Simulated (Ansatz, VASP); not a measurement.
## GaP in VASP and in Ansatz

```
CELL_PARAMETERS angstrom
0.00000 2.58072 2.58072
2.58072 0.00000 2.58072
2.58072 2.58072 0.00000
ATOMIC_POSITIONS crystal
Ga 0.50000 0.50000 0.50000
P 0.00000 0.00000 0.00000
```

Change from the starting cell: species swapped into the TbSb type (Fm-3m, No. 225).

Alike in both runs: functional PBE; k mesh 6 × 6 × 6; occupations gaussian, width 0.2 eV; no spin polarisation.

Ansatz relaxed the structure, and its values are those at the end. VASP's run is a single point on that final structure, the one shown.

```csv
,VASP,Ansatz
version,VASP 6.6.1,Ansatz 0.2.0
potentials or method,"VASP PAW PBE potentials, release 64 (Ga_d, P), cutoff 500 eV","scalar-relativistic, plane waves, PAW"
valence electrons in the cell,18,18
```

```csv
,VASP,Ansatz,Ansatz less VASP
gap on the k mesh at the Fermi level (eV),none,none,-
pressure (GPa),-0.1,-0.1,-0.04
```

A gap of «none» marks a metal or a gap that the smearing closes.
